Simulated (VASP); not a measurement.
A run of VASP 6.6.1 is set up as follows.

The input INCAR:

```
SYSTEM = Sc3AlP
PREC = Accurate ; ENCUT = 600
EDIFF = 1E-7 ; ISMEAR = 0
SIGMA = 0.1 ; LREAL = .False.
LASPH = .True. ; NELM = 100
ALGO = Normal ; ISIF = 3
LWAVE = .False. ; LCHARG = .False.
GGA = PE ; IBRION = 2
NSW = 90 ; EDIFFG = -0.04
```

Contents of KPOINTS:

```
regular mesh
0
Gamma
  4 4 4
  0 0 0
```

Contents of POSCAR:

```
Sc3AlP
1.0
    2.7344638100     -3.0080957100      0.0000000000
    2.7344638100      3.0080957100      0.0000000000
    0.0000000000      0.0000000000      6.5837430600
Sc Al P
3 1 1
Direct
    0.0000000000      0.5000000000      0.5000000000
    0.5000000000      0.0000000000      0.5000000000
    0.0000000000      0.0000000000      0.0000000000
    0.0000000000      0.0000000000      0.5000000000
    0.5000000000      0.5000000000      0.0000000000
```

Potentials or basis: VASP PAW PBE potentials, release 64 (Sc_sv, Al, P).

The run is started by

```sh
$ cat potpaw_PBE.64/Sc_sv/POTCAR potpaw_PBE.64/Al/POTCAR potpaw_PBE.64/P/POTCAR > POTCAR
$ mpirun -np 1 vasp_std > vasp.out
```

Task: What does it give for the space group after relaxing (to 0.1 Å)?

Result: Pm-3m (No. 221).

Task: Estimate the relaxed cell.

Result: a = 5.004 Å, b = 5.004 Å, c = 5.001 Å, α = 90.00°, β = 90.00°, γ = 90.17°.

Task: Estimate the band gap on the k mesh.

Result: Zero (an odd number of electrons rules out a gap without spin polarisation).

The path:
```tsv
step	energy change (eV)	largest force (eV/Å)	pressure (GPa)	volume (Å³)
1	0.0000	0.0000	25.35	108.31
2	-6.4001	0.0000	-8.86	164.98
3	-6.1011	0.0000	-7.84	169.41
4	-6.1706	0.0000	-7.41	166.46
5	-7.6647	0.0000	-1.87	131.64
6	-7.7551	0.0000	0.51	124.62
7	-7.7578	0.0000	0.99	123.38
8	-7.8062	0.0000	0.40	124.56
9	-7.8073	0.0000	0.46	124.41
10	-7.8188	0.0000	-0.12	125.84
11	-7.8229	0.0000	-0.73	127.41
12	-7.8314	0.0000	-0.51	126.78
13	-7.8400	0.0000	-0.04	125.47
14	-7.8403	0.0000	0.09	125.15
15	-7.8414	0.0000	0.06	125.21
```

Caveat: the k points lie up to 0.31 Å⁻¹ apart in the final cell, too coarse for converged energies and pressures of a metal; the volume moved by over 15 % at a fixed basis, so the end points are rough.
